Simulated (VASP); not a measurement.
In3GaP4, 8 atoms in the cell. It takes space group P4/mmm (No. 123, tetragonal). Conventional cell: a = 3.957 Å, b = 3.957 Å, c = 11.191 Å, α = 90.00°, β = 90.00°, γ = 90.00°. Within 3.7 Å of In (site symmetry 4mm) lie 6 P at 2.80 Å. In (site symmetry 4/mmm) has 6 P at 2.80 Å within 3.7 Å. Ga (site symmetry 4/mmm) has 6 P at 2.80 Å within 3.7 Å. Within 3.7 Å of P (site symmetry 4/mmm) lie 6 In at 2.80 Å. P (site symmetry 4mm) has 5 In at 2.80 Å and 1 Ga at 2.80 Å within 3.7 Å. Within 3.7 Å of P (site symmetry 4/mmm) lie 2 In at 2.80 Å and 4 Ga at 2.80 Å. 

```yaml
Program: VASP 6.6.1
Task: single point
Functional: PBE
Potentials_or_basis: VASP PAW PBE potentials, release 64 (In_d, Ga_d, P)
Cutoff: 520 eV
k_mesh: 4 × 4 × 2
Occupations: gaussian, width 0.1 eV
Spin: no spin polarisation
Dipole_correction: no
Further_INCAR_settings: ALGO = Normal; EDIFF = 1e-06; NBANDS = 46
```

Potentials or basis: VASP PAW PBE potentials, release 64 (In_d, Ga_d, P).

Launch:

```bash
$ cat potpaw_PBE.64/In_d/POTCAR potpaw_PBE.64/Ga_d/POTCAR potpaw_PBE.64/P/POTCAR > POTCAR
$ mpirun -np 1 vasp_std > vasp.out
```

Hardware: 1 thread of Intel(R) Xeon(R) 6975P-C (Granite Rapids), on a shared host.

Task: Estimate the wall time of this run.

Result: It took 59 s on 1 thread of Intel(R) Xeon(R) 6975P-C (Granite Rapids), on a shared host, peak memory 0.3 GiB. Counts: scf iterations 15, k points 12.
